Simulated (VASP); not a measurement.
**LiH: single point with HSE06**

The system is LiH.

```
Li H
1.0
     3.25482    0.00000    0.00000
    -1.62741    2.81876    0.00000
     0.00000    0.00000    4.06907
Li H
2 2
Cartesian
  0.0000 1.8792 1.0173
  1.6274 0.9396 3.0518
  1.6274 0.9396 1.0173
  0.0000 1.8792 3.0518
```

```yaml
Program: VASP 6.6.1
Task: single point
Functional: HSE06
Potentials_or_basis: VASP PAW PBE potentials, release 64 (Li_sv, H)
Cutoff: 520 eV
k_mesh: 6 × 6 × 4
Occupations: gaussian, width 0.01 eV
Spin: no spin polarisation
Dipole_correction: no
Grid_for_exact_exchange_PRECFOCK: Normal
Further_INCAR_settings: ALGO = Normal; EDIFF = 1e-06; NBANDS = 12
Share_of_exact_exchange: 0.25
Screening_parameter: 0.2079 1/Å
```

* Band gap on the k mesh: 2.74 eV (least direct gap 4.05 eV)

Levels at points of the mesh, in eV from the valence-band top:
```csv
k point,band 2,band 3,band 4,band 5,band 6,band 7
"(0.00, 0.00, 0.00)",-47.57,-5.82,0.00,4.05,12.05,12.05
"(0.50, 0.00, 0.00)",-47.59,-3.09,-2.16,5.46,7.96,8.52
"(0.00, 0.00, 0.50)",-47.60,-4.10,-4.10,10.90,10.90,14.13
"(0.50, 0.00, 0.50)",-47.59,-2.64,-2.64,5.28,5.28,10.78
```

It took 23 min on 1 thread of AMD EPYC 7571, with other jobs on the host, peak memory 0.22 GiB.

 A k mesh can miss the band edges.
